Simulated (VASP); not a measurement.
# AlGa3Sb4 (Cm) in VASP: single point with r2SCAN

Aim: the single point of AlGa3Sb4 with r2SCAN.

Everything below comes from runs of VASP 6.6.1. Logs are shortened: lines on timing, memory, paths and dates and some standing lists are left out, and cuts for length are marked.

### Step 1. The cell of the first run

It takes space group Cm (No. 8, monoclinic). The conventional cell has a = 14.320 Å, b = 4.318 Å, c = 7.478 Å, α = 90.00°, β = 100.02°, γ = 90.00°. Within 3.5 Å of Al (site symmetry m) lie 4 Sb at 2.64 Å. Ga (site symmetry m) has 4 Sb at 2.64 Å within 3.5 Å. Within 3.5 Å of Ga (site symmetry m) lie 4 Sb at 2.64 Å. Within 3.5 Å of Ga (site symmetry m) lie 4 Sb at 2.64 Å. Within 3.5 Å of Sb (site symmetry m) lie 1 Al at 2.64 Å and 3 Ga at 2.64 Å. Within 3.5 Å of Sb (site symmetry m) lie 1 Al at 2.64 Å and 3 Ga at 2.64 Å. Sb (site symmetry m) has 2 Ga at 2.64 Å and 2 Al at 2.64 Å within 3.5 Å. Within 3.5 Å of Sb (site symmetry m) lie 4 Ga at 2.64 Å.

### Step 2. Single point, r2SCAN

POSCAR

```
AlGa3Sb4
1.0
    0.0000000000     -3.0530000000     -3.0530000000
    3.0530000000      6.1060000000     -3.0530000000
    6.1060000000     -3.0530000000      3.0530000000
Al Ga Sb
1 3 4
Direct
    0.7500000000      0.5000000000      0.2500000000
    0.5000000000      0.0000000000      0.5000000000
    0.2500000000      0.5000000000      0.7500000000
    0.0000000000      0.0000000000      0.0000000000
    0.8125000000      0.6250000000      0.9375000000
    0.5625000000      0.1250000000      0.1875000000
    0.3125000000      0.6250000000      0.4375000000
    0.0625000000      0.1250000000      0.6875000000
```

INCAR.step1

```
SYSTEM = AlGa3Sb4
ALGO = Normal
EDIFF = 1E-4
ENCUT = 520
GGA = PE
ISMEAR = 0
LASPH = .TRUE.
LCHARG = .FALSE.
LREAL = .FALSE.
LWAVE = .TRUE.
NBANDS = 41
NELM = 60
PREC = Accurate
SIGMA = 0.1
```

INCAR.step2

```
SYSTEM = AlGa3Sb4
ALGO = Normal
EDIFF = 1E-6
ENCUT = 520
ISIF = 2
ISMEAR = 0
ISTART = 1
LASPH = .TRUE.
LCHARG = .FALSE.
LMIXTAU = .TRUE.
LREAL = .FALSE.
LWAVE = .FALSE.
METAGGA = R2SCAN
NBANDS = 41
NELM = 60
PREC = Accurate
SIGMA = 0.1
```

KPOINTS

```
k-points
0
G
  4 4 4
  0 0 0
```

Potentials or basis: VASP PAW PBE potentials, release 64 (Al, Ga_d, Sb).

Command:

```sh
$ cat potpaw_PBE.64/Al/POTCAR potpaw_PBE.64/Ga_d/POTCAR potpaw_PBE.64/Sb/POTCAR > POTCAR
$ cp INCAR.step1 INCAR
$ mpirun -np 1 vasp_std > vasp.out
$ cp INCAR.step2 INCAR
$ mpirun -np 1 vasp_std > vasp.out
```

OUTCAR:

```text
SYSTEM = AlGa3Sb4
   EDIFF = 1E-6
   ENCUT = 520
   ISIF = 2
   ISMEAR = 0
   ISTART = 1
   LASPH = .TRUE.
   LREAL = .FALSE.
   METAGGA = R2SCAN
   NELM = 60
   PREC = Accurate

 ion  position               nearest neighbor table
   1  0.750  0.500  0.250-   6 2.64   5 2.64   7 2.64   7 2.64
   2  0.500  0.000  0.500-   7 2.64   6 2.64   8 2.64   8 2.64
   3  0.250  0.500  0.750-   8 2.64   5 2.64   7 2.64   5 2.64
   4  0.000  0.000  0.000-   5 2.64   6 2.64   6 2.64   8 2.64
   5  0.812  0.625  0.938-   4 2.64   3 2.64   1 2.64   3 2.64
   6  0.562  0.125  0.188-   1 2.64   2 2.64   4 2.64   4 2.64
   7  0.312  0.625  0.438-   2 2.64   1 2.64   3 2.64   1 2.64
   8  0.062  0.125  0.688-   3 2.64   2 2.64   4 2.64   2 2.64

  LATTYP: Found a base centered monoclinic cell.
 ALAT       =    14.3198393147
 B/A-ratio  =     0.3015113446
 C/A-ratio  =     0.5222329679
 COS(beta)  =    -0.1740776560

  Lattice vectors:

 A1 = (   3.0530000000,   3.0530000000,  -6.1060000000)
 A2 = (   3.0530000000,   6.1060000000,  -3.0530000000)
 A3 = (   6.1060000000,  -3.0530000000,   3.0530000000)

Analysis of symmetry for initial positions (statically):
=====================================================================
 Subroutine PRICEL returns:
 Original cell was already a primitive cell.

 Routine SETGRP: Setting up the symmetry group for a
 base centered monoclinic supercell.

 Subroutine GETGRP returns: Found  2 space group operations
 (whereof  2 operations were pure point group operations)
 out of a pool of  4 trial point group operations.

The static configuration has the point symmetry C_1h.

Analysis of symmetry for dynamics (positions and initial velocities):
=====================================================================
 Subroutine PRICEL returns:
 Original cell was already a primitive cell.

 Routine SETGRP: Setting up the symmetry group for a
 base centered monoclinic supercell.

 Subroutine GETGRP returns: Found  2 space group operations
 (whereof  2 operations were pure point group operations)
 out of a pool of  4 trial point group operations.

The dynamic configuration has the point symmetry C_1h.

 Subroutine INISYM returns: Found  2 space group operations
 (whereof  2 operations are pure point group operations),
 and found     1 'primitive' translations

----------------------------------------------------------------------------------------

                                     Primitive cell

  volume of cell :     227.6514

  direct lattice vectors                    reciprocal lattice vectors
     0.000000000 -3.053000000 -3.053000000     0.040943334 -0.122830003 -0.204716672
     3.053000000  6.106000000 -3.053000000     0.081886669  0.081886669 -0.081886669
     6.106000000 -3.053000000  3.053000000     0.122830003 -0.040943334  0.040943334

  length of vectors
     4.317594006  7.478292185  7.478292185     0.242224033  0.141831871  0.135793678

  position of ions in fractional coordinates (direct lattice)
     0.750000000  0.500000000  0.250000000
     0.500000000  0.000000000  0.500000000
     0.250000000  0.500000000  0.750000000
     0.000000000  0.000000000  0.000000000
     0.812500000  0.625000000  0.937500000
     0.562500000  0.125000000  0.187500000
     0.312500000  0.625000000  0.437500000
     0.062500000  0.125000000  0.687500000

  ion indices of the primitive-cell ions
   primitive index   ion index
                 1           1
                 2           2
                 3           3
                 4           4
                 5           5
                 6           6
                 7           7
                 8           8

----------------------------------------------------------------------------------------

 KPOINTS: k-points

Automatic generation of k-mesh.
 Grid dimensions read from file:
 generate k-points for:    4    4    4

 Generating k-lattice:

  Cartesian coordinates                     Fractional coordinates (reciprocal lattice)
     0.010235834 -0.030707501 -0.051179168     0.250000000 -0.000000000  0.000000000
     0.020471667  0.020471667 -0.020471667     0.000000000  0.250000000  0.000000000
     0.030707501 -0.010235834  0.010235834     0.000000000  0.000000000  0.250000000

  Length of vectors
     0.060556008  0.035457968  0.033948419

  Shift w.r.t. Gamma in fractional coordinates (k-lattice)
     0.000000000  0.000000000  0.000000000

 Subroutine IBZKPT returns following result:
 ===========================================

 Found     24 irreducible k-points:

 Following reciprocal coordinates:
            Coordinates               Weight
  0.000000  0.000000  0.000000      1.000000
  0.250000 -0.000000  0.000000      4.000000
  0.500000 -0.000000  0.000000      2.000000
  0.000000  0.250000  0.000000      2.000000
  0.250000  0.250000  0.000000      4.000000
  0.500000  0.250000  0.000000      2.000000
[... 16 lines left out ...]
  0.500000  0.250000  0.500000      2.000000
  0.000000  0.500000  0.500000      1.000000
   k-points           NKPTS =     24   k-points in BZ     NKDIM =     24   number of bands    NBANDS=     41
   number of dos      NEDOS =    301   number of ions     NIONS =      8
   total plane-waves  NPLWV = 100352
   dimension x,y,z NGX =    32 NGY =   56 NGZ =   56
   dimension x,y,z NGXF=    64 NGYF=  112 NGZF=  112
   ions per type =               1   3   4
   NGX,Y,Z   is equivalent  to a cutoff of  12.32, 12.45, 12.45 a.u.
   NGXF,Y,Z  is equivalent  to a cutoff of  24.64, 24.90, 24.90 a.u.
 SYSTEM =  AlGa3Sb4
   PREC   = accura    normal or accurate (medium, high low for compatibility)
   ISTART =      1    job   : 0-new  1-cont  2-samecut
   ICHARG =      0    charge: 1-file 2-atom 10-const
   ISPIN  =      1    spin polarized calculation?
   LNONCOLLINEAR =      F non collinear calculations
   LSORBIT =      F    spin-orbit coupling
   LASPH  =      T    aspherical Exc in radial PAW
   ENCUT  =  520.0 eV  38.22 Ry    6.18 a.u.   8.03 13.90 13.90*2*pi/ulx,y,z
   NELM   =     60;   NELMIN=  2; NELMDL=  0     # of ELM steps
   EDIFF  = 0.1E-05   stopping-criterion for ELM
   LREAL  =      F    real-space projection
[... 7 lines left out ...]
   TEBEG  =    0.0;   TEEND  =   0.0 temperature during run
   PSTRESS=    0.0 pullay stress
   NELECT =      62.0000    total number of electrons
   NUPDOWN=      -1.0000    fix difference up-down
   EMIN   =  10.00;   EMAX   =-10.00  energy-range for DOS
   EFERMI =   0.00;   METHOD = LEGACY
   ISMEAR =     0;   SIGMA  =   0.10  broadening in eV -4-tet -1-fermi 0-gaus
   EFERMI_NEDOS =   21; number of points for ismear=-14 and -15
   IALGO  =     38    algorithm
   IMIX   =      4    mixing-type and parameters
     AMIX     =   0.40;   BMIX     =  1.00
     AMIX_MAG =   1.60;   BMIX_MAG =  1.00
  volume/ion in A,a.u.               =      28.46       192.03
  Fermi-wavevector in a.u.,A,eV,Ry     =   1.061163  2.005307 15.321058  1.126066
  Thomas-Fermi vector in A             =   2.196569
   LORBIT       =      0    0 simple, 1 ext, 2 COOP (PROOUT), +10 PAW based schemes
   METAGGA = R2SCAN    functional components
   LHFCALC =     F    Hartree Fock is set to
   AEXX    =    0.0000 exact exchange contribution
   IVDW    =     0    specifies the selected vdW correction
   LEPSILON=     F    determine dielectric tensor
   LRPA    =     F    only Hartree local field effects (RPA)
 non-spin polarized calculation
 Gauss-broadening in eV      SIGMA  =   0.10
  energy-cutoff  :      520.00
  volume of cell :      227.65
 maximum number of plane-waves:      6144
   NGX = 17   NGY = 27   NGZ = 27

 number of electron      61.9999992 magnetization

 Free energy of the ion-electron system (eV)
  ---------------------------------------------------
  ext. energy  EPLUGINS =         0.00000000
  ---------------------------------------------------
  free energy    TOTEN  =      -145.60909344 eV

  energy without entropy =     -145.60909341  energy(sigma->0) =     -145.60909342

 E-fermi :   5.1110     XC(G=0):  -9.5940

 val. band max:        4.7633724360   @ k =   0.0000   0.0000   0.0000
 cond. band min:       5.4458644694   @ k =   0.0000   0.0000   0.0000
 fundamental gap:      0.6824920334
 Fermi energy:         5.1110292817

 k-point     1 :       0.0000    0.0000    0.0000
  band No.  band energies     occupation
      1     -10.7053      2.00000
      2     -10.6911      2.00000
      3     -10.6849      2.00000
      4     -10.6649      2.00000
      5     -10.6641      2.00000
      6     -10.6588      2.00000
[... 33 lines left out ...]
     40       8.7825      0.00000
     41       9.1711      0.00000

 k-point     2 :       0.2500   -0.0000    0.0000
  band No.  band energies     occupation
      1     -10.7060      2.00000
      2     -10.6930      2.00000
      3     -10.6861      2.00000
      4     -10.6711      2.00000
      5     -10.6596      2.00000
      6     -10.6553      2.00000
[... 33 lines left out ...]
     40       9.4953      0.00000
     41       9.7300      0.00000

 k-point     3 :       0.5000   -0.0000    0.0000
  band No.  band energies     occupation
      1     -10.7084      2.00000
      2     -10.6964      2.00000
      3     -10.6911      2.00000
      4     -10.6745      2.00000
      5     -10.6542      2.00000
      6     -10.6527      2.00000
[... 33 lines left out ...]
     40       9.6973      0.00000
     41       9.8518      0.00000

 k-point     4 :       0.0000    0.2500    0.0000
  band No.  band energies     occupation
      1     -10.7063      2.00000
      2     -10.6891      2.00000
      3     -10.6856      2.00000
      4     -10.6641      2.00000
      5     -10.6635      2.00000
      6     -10.6609      2.00000
[... 825 lines left out ...]
     40       9.7200      0.00000
     41       9.8706      0.00000

 k-point    23 :       0.5000    0.2500    0.5000
  band No.  band energies     occupation
      1     -10.7108      2.00000
      2     -10.6998      2.00000
      3     -10.6911      2.00000
      4     -10.6717      2.00000
      5     -10.6557      2.00000
      6     -10.6519      2.00000
[... 33 lines left out ...]
     40       9.3515      0.00000
     41       9.4704      0.00000

 k-point    24 :       0.0000    0.5000    0.5000
  band No.  band energies     occupation
      1     -10.7010      2.00000
      2     -10.6944      2.00000
      3     -10.6778      2.00000
      4     -10.6741      2.00000
      5     -10.6587      2.00000
      6     -10.6559      2.00000
[... 33 lines left out ...]
     40       8.9149      0.00000
     41       9.1113      0.00000

------------------------ aborting loop because EDIFF is reached ----------------------------------------

  FORCE on cell =-STRESS in cart. coord.  units (eV):
  Direction    XX          YY          ZZ          XY          YZ          ZX
  --------------------------------------------------------------------------------------
  -------------------------------------------------------------------------------------
  Total        1.3215646      1.9737199      1.9737199     -0.0082854      0.4262897      0.0082855
  in kB        9.3009770     13.8907502     13.8907502     -0.0583115      3.0001638      0.0583119
  external PRESSURE =      12.3608258 kB  Pullay stress =       0.0000000 kB

 VOLUME and BASIS-vectors are now :
 -----------------------------------------------------------------------------
  energy-cutoff  :      520.00
  volume of cell :      227.65
      direct lattice vectors                 reciprocal lattice vectors
     0.000000000 -3.053000000 -3.053000000     0.040943334 -0.122830003 -0.204716672
     3.053000000  6.106000000 -3.053000000     0.081886669  0.081886669 -0.081886669
     6.106000000 -3.053000000  3.053000000     0.122830003 -0.040943334  0.040943334

 POSITION                                       TOTAL-FORCE (eV/Angst)
 -----------------------------------------------------------------------------------
      3.05300      0.00000     -3.05300         0.040425      0.003356     -0.003356
      3.05300     -3.05300      0.00000         0.008945     -0.004026      0.004026
      6.10600      0.00000      0.00000        -0.003698      0.015426     -0.015426
      0.00000      0.00000      0.00000        -0.032136     -0.006199      0.006199
      7.63250     -1.52650     -1.52650        -0.060708      0.057663     -0.057663
      1.52650     -1.52650     -1.52650        -0.057331     -0.061796      0.061796
      4.57950      1.52650     -1.52650         0.096012     -0.011992      0.011992
      4.57950     -1.52650      1.52650         0.008491      0.007567     -0.007567
 -----------------------------------------------------------------------------------
    total drift:                               -0.003833      0.028039     -0.027468

  FREE ENERGIE OF THE ION-ELECTRON SYSTEM (eV)
  ---------------------------------------------------
  free  energy   TOTEN  =      -145.6090934363 eV

  energy  without entropy=     -145.6090934120  energy(sigma->0) =     -145.60909342
```

Run time: 16 min. Hardware: 1 thread of Intel Xeon 8259CL, shared host; peak memory 0.47 GiB.

What came out:

- Free energy: -145.6091 eV
- Pressure: 1.2 GPa
- Largest force: 0.105 eV/Å
- Band gap on the k mesh: 0.68 eV

Forces on the atoms (eV/Å):
```
Al   0.040  0.003 -0.003
Ga   0.009 -0.004  0.004
Ga  -0.004  0.015 -0.015
Ga  -0.032 -0.006  0.006
Sb  -0.061  0.058 -0.058
Sb  -0.057 -0.062  0.062
Sb   0.096 -0.012  0.012
Sb   0.008  0.008 -0.008
```

Levels at points of the mesh, in eV from the valence-band top:
| k point | band 29 | band 30 | band 31 | band 32 | band 33 | band 34 |
| --- | --- | --- | --- | --- | --- | --- |
| (0.00, 0.00, 0.00) | -0.01 | 0.00 | 0.00 | 0.68 | 1.15 | 1.91 |
| (0.50, 0.00, 0.00) | -2.59 | -1.74 | -1.71 | 2.48 | 2.68 | 2.73 |
| (0.00, 0.50, 0.00) | -0.75 | -0.65 | -0.65 | 0.82 | 1.12 | 1.20 |
| (0.00, 0.00, 0.50) | -1.21 | -1.11 | -1.11 | 1.99 | 2.11 | 2.14 |
| (0.50, 0.00, 0.50) | -2.01 | -1.16 | -1.16 | 0.87 | 1.22 | 1.46 |
| (0.00, 0.50, 0.50) | -1.98 | -0.78 | -0.71 | 1.69 | 1.77 | 2.02 |

Caveat: the PAW data sets were made with another functional, which shifts forces and pressure a little; spin-orbit coupling is left out, which moves the levels of the heavy elements.
